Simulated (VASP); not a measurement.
# Se (R-3) in VASP: single point with r2SCAN

Aim: the single point of Se with r2SCAN.

All numbers are computed with VASP 6.6.1; they aren't measurements. Logs are shortened: lines on timing, memory, paths and dates and some standing lists are left out, and cuts for length are marked.

## Step 1: The cell of the first run

It takes space group R-3 (No. 148, trigonal). Conventional cell: a = 11.363 Å, b = 11.363 Å, c = 4.788 Å, α = 90.00°, β = 90.00°, γ = 120.00°. Se (site symmetry 1) has 2 Se at 2.37 Å within 3.1 Å.

## Step 2: Single point, r2SCAN

Contents of POSCAR:

```
Se
1.0
    5.6815413428      3.2802394237      1.5958424622
   -5.6815413428      3.2802394237      1.5958424622
    0.0000000000     -6.5604788473      1.5958424624
Se
6
Direct
    0.2732791271      0.1519481683      0.9081729370
    0.9081729370      0.2732791271      0.1519481683
    0.1519481683      0.9081729370      0.2732791271
    0.7267208729      0.8480518317      0.0918270630
    0.0918270630      0.7267208729      0.8480518317
    0.8480518317      0.0918270630      0.7267208729
```

Contents of INCAR.step1:

```
SYSTEM = Se
PREC     = Accurate       ! precision mode
ENCUT    = 520            ! plane-wave cutoff, eV
ISMEAR   = 0              ! smearing method
SIGMA    = 0.02           ! smearing width, eV
LREAL    = .False.        ! projectors in reciprocal space
LASPH    = .True.         ! aspherical terms in the spheres
NELM     = 100            ! most SCF steps
NBANDS   = 27             ! bands
GGA      = PE             ! functional
ALGO     = Normal         ! electronic algorithm
EDIFF    = 1E-4           ! SCF threshold, eV
LWAVE    = .True.         ! write WAVECAR
LCHARG   = .False.        ! write CHGCAR
```

Contents of INCAR.step2:

```
SYSTEM = Se
PREC     = Accurate       ! precision mode
ENCUT    = 520            ! plane-wave cutoff, eV
EDIFF    = 1E-6           ! SCF threshold, eV
ISMEAR   = 0              ! smearing method
SIGMA    = 0.02           ! smearing width, eV
LREAL    = .False.        ! projectors in reciprocal space
LASPH    = .True.         ! aspherical terms in the spheres
NELM     = 100            ! most SCF steps
ALGO     = Normal         ! electronic algorithm
ISIF     = 2              ! what is computed and relaxed
LWAVE    = .False.        ! write WAVECAR
LCHARG   = .True.         ! write CHGCAR
METAGGA  = R2SCAN         ! meta-GGA
LMIXTAU  = .True.       
LELF     = .True.         ! ELF
LVHAR    = .True.       
NBANDS   = 27             ! bands
ISTART   = 1
```

Contents of KPOINTS:

```
regular mesh
0
Gamma
  6 6 6
  0 0 0
```

Potentials or basis: VASP PAW PBE potentials, release 64 (Se).

The run is started by

```console
$ cat potpaw_PBE.64/Se/POTCAR > POTCAR
$ cp INCAR.step1 INCAR
$ mpirun -np 1 vasp_std > vasp.out
$ cp INCAR.step2 INCAR
$ mpirun -np 1 vasp_std > vasp.out
```

OUTCAR:

```text
SYSTEM = Se
   PREC = Accurate
   ENCUT = 520
   EDIFF = 1E-6
   ISMEAR = 0
   LREAL = .False.
   LASPH = .True.
   NELM = 100
   ISIF = 2
   METAGGA = R2SCAN
   ISTART = 1

 ion  position               nearest neighbor table
   1  0.273  0.152  0.908-   5 2.37   6 2.37
   2  0.908  0.273  0.152-   6 2.37   4 2.37
   3  0.152  0.908  0.273-   5 2.37   4 2.37
   4  0.727  0.848  0.092-   2 2.37   3 2.37
   5  0.092  0.727  0.848-   3 2.37   1 2.37
   6  0.848  0.092  0.727-   2 2.37   1 2.37

  LATTYP: Found a trigonal (rhomboedric) cell.
 ALAT       =     6.7517846434
 COS(alpha) =    -0.4162019082

  Lattice vectors:

 A1 = (   5.6815413428,   3.2802394237,   1.5958424622)
 A2 = (  -5.6815413428,   3.2802394237,   1.5958424622)
 A3 = (   0.0000000000,  -6.5604788473,   1.5958424624)

Analysis of symmetry for initial positions (statically):
=====================================================================
 Subroutine PRICEL returns:
 Original cell was already a primitive cell.

 Routine SETGRP: Setting up the symmetry group for a
 trigonal (rhombohedral) supercell.

 Subroutine GETGRP returns: Found  6 space group operations
 (whereof  6 operations were pure point group operations)
 out of a pool of 12 trial point group operations.

The static configuration has the point symmetry S_6 .

Analysis of symmetry for dynamics (positions and initial velocities):
=====================================================================
 Subroutine PRICEL returns:
 Original cell was already a primitive cell.

 Routine SETGRP: Setting up the symmetry group for a
 trigonal (rhombohedral) supercell.

 Subroutine GETGRP returns: Found  6 space group operations
 (whereof  6 operations were pure point group operations)
 out of a pool of 12 trial point group operations.

The dynamic configuration has the point symmetry S_6 .

 Subroutine INISYM returns: Found  6 space group operations
 (whereof  6 operations are pure point group operations),
 and found     1 'primitive' translations

----------------------------------------------------------------------------------------

                                     Primitive cell

  volume of cell :     178.4485

  direct lattice vectors                    reciprocal lattice vectors
     5.681541343  3.280239424  1.595842462     0.088004288  0.050809299  0.208876090
    -5.681541343  3.280239424  1.595842462    -0.088004288  0.050809299  0.208876090
     0.000000000 -6.560478847  1.595842462     0.000000000 -0.101618599  0.208876090

  length of vectors
     6.751784643  6.751784643  6.751784643     0.232283362  0.232283362  0.232283362

  position of ions in fractional coordinates (direct lattice)
     0.273279127  0.151948168  0.908172937
     0.908172937  0.273279127  0.151948168
     0.151948168  0.908172937  0.273279127
     0.726720873  0.848051832  0.091827063
     0.091827063  0.726720873  0.848051832
     0.848051832  0.091827063  0.726720873

  ion indices of the primitive-cell ions
   primitive index   ion index
                 1           1
                 2           2
                 3           3
                 4           4
                 5           5
                 6           6

----------------------------------------------------------------------------------------

 KPOINTS: regular mesh

Automatic generation of k-mesh.
 Grid dimensions read from file:
 generate k-points for:    6    6    6

 Generating k-lattice:

  Cartesian coordinates                     Fractional coordinates (reciprocal lattice)
     0.014667381  0.008468217  0.034812682     0.166666667  0.000000000  0.000000000
    -0.014667381  0.008468217  0.034812682     0.000000000  0.166666667  0.000000000
     0.000000000 -0.016936433  0.034812682    -0.000000000 -0.000000000  0.166666667

  Length of vectors
     0.038713894  0.038713894  0.038713894

  Shift w.r.t. Gamma in fractional coordinates (k-lattice)
     0.000000000  0.000000000  0.000000000

 Subroutine IBZKPT returns following result:
 ===========================================

 Found     40 irreducible k-points:

 Following reciprocal coordinates:
            Coordinates               Weight
  0.000000  0.000000  0.000000      1.000000
  0.166667  0.000000  0.000000      6.000000
  0.333333 -0.000000  0.000000      6.000000
  0.500000  0.000000  0.000000      3.000000
  0.166667  0.166667  0.000000      6.000000
  0.333333  0.166667  0.000000      6.000000
[... 16 lines left out ...]
  0.333333  0.333333  0.166667      6.000000
  0.500000  0.333333  0.166667      6.000000
 [... further k-points ...]
   k-points           NKPTS =     40   k-points in BZ     NKDIM =     40   number of bands    NBANDS=     27
   number of dos      NEDOS =    301   number of ions     NIONS =      6
   total plane-waves  NPLWV = 125000
   dimension x,y,z NGX =    50 NGY =   50 NGZ =   50
   dimension x,y,z NGXF=   100 NGYF=  100 NGZF=  100
   ions per type =               6
   NGX,Y,Z   is equivalent  to a cutoff of  12.31, 12.31, 12.31 a.u.
   NGXF,Y,Z  is equivalent  to a cutoff of  24.62, 24.62, 24.62 a.u.
 SYSTEM =  Se
   PREC   = accura    normal or accurate (medium, high low for compatibility)
   ISTART =      1    job   : 0-new  1-cont  2-samecut
   ICHARG =      0    charge: 1-file 2-atom 10-const
   ISPIN  =      1    spin polarized calculation?
   LNONCOLLINEAR =      F non collinear calculations
   LSORBIT =      F    spin-orbit coupling
   LASPH  =      T    aspherical Exc in radial PAW
   ENCUT  =  520.0 eV  38.22 Ry    6.18 a.u.  12.55 12.55 12.55*2*pi/ulx,y,z
   NELM   =    100;   NELMIN=  2; NELMDL=  0     # of ELM steps
   EDIFF  = 0.1E-05   stopping-criterion for ELM
   LREAL  =      F    real-space projection
   EDIFFG = 0.1E-04   stopping-criterion for IOM
   NSW    =      0    number of steps for IOM
   IBRION =     -1    ionic relax: 0-MD 1-quasi-New 2-CG
   NFREE  =      0    steps in history (QN), initial steepest desc. (CG)
   ISIF   =      2    stress and relaxation
   ISYM   =      2    0-nonsym 1-usesym 2-fastsym
   POTIM  = 0.5000    time-step for ionic-motion
   TEBEG  =    0.0;   TEEND  =   0.0 temperature during run
   PSTRESS=    0.0 pullay stress
   NELECT =      36.0000    total number of electrons
   NUPDOWN=      -1.0000    fix difference up-down
   EMIN   =  10.00;   EMAX   =-10.00  energy-range for DOS
   EFERMI =   0.00;   METHOD = LEGACY
   ISMEAR =     0;   SIGMA  =   0.02  broadening in eV -4-tet -1-fermi 0-gaus
   EFERMI_NEDOS =   21; number of points for ismear=-14 and -15
   IALGO  =     38    algorithm
   IMIX   =      4    mixing-type and parameters
     AMIX     =   0.40;   BMIX     =  1.00
     AMIX_MAG =   1.60;   BMIX_MAG =  1.00
  volume/ion in A,a.u.               =      29.74       200.71
  Fermi-wavevector in a.u.,A,eV,Ry     =   0.960148  1.814416 12.542986  0.921883
  Thomas-Fermi vector in A             =   2.089406
   LORBIT       =      0    0 simple, 1 ext, 2 COOP (PROOUT), +10 PAW based schemes
   METAGGA = R2SCAN    functional components
   LHFCALC =     F    Hartree Fock is set to
   AEXX    =    0.0000 exact exchange contribution
   IVDW    =     0    specifies the selected vdW correction
   LEPSILON=     F    determine dielectric tensor
   LRPA    =     F    only Hartree local field effects (RPA)
 non-spin polarized calculation
 Gauss-broadening in eV      SIGMA  =   0.02
  energy-cutoff  :      520.00
  volume of cell :      178.45
 maximum number of plane-waves:      4851
   NGX = 25   NGY = 25   NGZ = 25

 number of electron      36.0000000 magnetization

 Free energy of the ion-electron system (eV)
  ---------------------------------------------------
  ext. energy  EPLUGINS =         0.00000000
  ---------------------------------------------------
  free energy    TOTEN  =       -85.72442286 eV

  energy without entropy =      -85.72442286  energy(sigma->0) =      -85.72442286

 E-fermi :   1.3706     XC(G=0):  -8.8000

 val. band max:        1.2531783202   @ k =  -0.1667   0.5000   0.1667
 cond. band min:       2.9731018171   @ k =   0.3333  -0.1667  -0.3333
 fundamental gap:      1.7199234969
 Fermi energy:         1.3706113453

 k-point     1 :       0.0000    0.0000    0.0000
  band No.  band energies     occupation
      1     -14.7736      2.00000
      2     -13.0658      2.00000
      3     -13.0658      2.00000
      4     -10.6647      2.00000
      5     -10.6647      2.00000
      6      -9.0091      2.00000
[... 19 lines left out ...]
     26       8.2635      0.00000
     27       8.2635      0.00000

 k-point     2 :       0.1667    0.0000    0.0000
  band No.  band energies     occupation
      1     -14.7188      2.00000
      2     -13.1261      2.00000
      3     -13.0758      2.00000
      4     -10.6874      2.00000
      5     -10.5888      2.00000
      6      -9.0131      2.00000
[... 19 lines left out ...]
     26       8.3330      0.00000
     27       8.5574      0.00000

 k-point     3 :       0.3333   -0.0000    0.0000
  band No.  band energies     occupation
      1     -14.5962      2.00000
      2     -13.2540      2.00000
      3     -13.0961      2.00000
      4     -10.7280      2.00000
      5     -10.4353      2.00000
      6      -9.0445      2.00000
[... 19 lines left out ...]
     26       8.5381      0.00000
     27       9.1605      0.00000

 k-point     4 :       0.5000    0.0000    0.0000
  band No.  band energies     occupation
      1     -14.5258      2.00000
      2     -13.3246      2.00000
      3     -13.1066      2.00000
      4     -10.7462      2.00000
      5     -10.3565      2.00000
      6      -9.0721      2.00000
[... 19 lines left out ...]
     26       9.1705      0.00000
     27       9.6327      0.00000
[... 516 lines left out ...]
      4     -10.7020      2.00000
      5     -10.5790      2.00000
      6      -8.8934      2.00000
[... 19 lines left out ...]
     26       8.3049      0.00000
     27       8.7477      0.00000

 k-point    23 :       0.3333    0.3333    0.1667
  band No.  band energies     occupation
      1     -14.4504      2.00000
      2     -13.4628      2.00000
      3     -13.2971      2.00000
      4     -10.6268      2.00000
      5     -10.3984      2.00000
      6      -8.8558      2.00000
[... 19 lines left out ...]
     26       8.0549      0.00000
     27       8.2422      0.00000

 k-point    24 :       0.5000    0.3333    0.1667
  band No.  band energies     occupation
      1     -14.4735      2.00000
      2     -13.4955      2.00000
      3     -13.2562      2.00000
      4     -10.7398      2.00000
      5     -10.4097      2.00000
      6      -8.6752      2.00000
[... 19 lines left out ...]
     26       8.0249      0.00000
     27       8.4712      0.00000

 [... further k-points ...]
[... 5 lines left out ...]
  --------------------------------------------------------------------------------------
  -------------------------------------------------------------------------------------
  Total       -0.0355920     -0.0355920     -0.0061427      0.0000012      0.0000000      0.0000000
  in kB       -0.3195578     -0.3195578     -0.0551514      0.0000104      0.0000000      0.0000000
  external PRESSURE =      -0.2314223 kB  Pullay stress =       0.0000000 kB

 VOLUME and BASIS-vectors are now :
 -----------------------------------------------------------------------------
  energy-cutoff  :      520.00
  volume of cell :      178.45
      direct lattice vectors                 reciprocal lattice vectors
     5.681541343  3.280239424  1.595842462     0.088004288  0.050809299  0.208876090
    -5.681541343  3.280239424  1.595842462    -0.088004288  0.050809299  0.208876090
     0.000000000 -6.560478847  1.595842462     0.000000000 -0.101618599  0.208876090

 POSITION                                       TOTAL-FORCE (eV/Angst)
 -----------------------------------------------------------------------------------
      0.68935     -4.56320      2.12790        -0.000625     -0.001039      0.001136
      3.60718      2.87859      2.12790         0.001212     -0.000022      0.001136
     -4.29652      1.68461      2.12790        -0.000587      0.001060      0.001136
     -0.68935      4.56320      2.65963         0.000625      0.001039     -0.001136
     -3.60718     -2.87859      2.65963        -0.001212      0.000022     -0.001136
      4.29652     -1.68461      2.65963         0.000587     -0.001060     -0.001136
 -----------------------------------------------------------------------------------
    total drift:                               -0.000000     -0.000000      0.000000

  FREE ENERGIE OF THE ION-ELECTRON SYSTEM (eV)
  ---------------------------------------------------
  free  energy   TOTEN  =       -85.7244228575 eV

  energy  without entropy=      -85.7244228575  energy(sigma->0) =      -85.72442286
```

It took 19 min on 1 thread of Oxide Virtual Turin-like, shared host; peak memory 0.4 GiB.

What came out:

| Item | Value |
| --- | --- |
| Free energy | -85.7244 eV |
| Pressure | 0.0 GPa |
| Band gap on the k mesh | 1.72 eV, indirect (least direct gap 1.96 eV) |

Caveat: the PAW data sets were made with another functional, which shifts forces and pressure a little. r2SCAN opens gaps a little over a GGA but as a rule still falls short of measured ones.
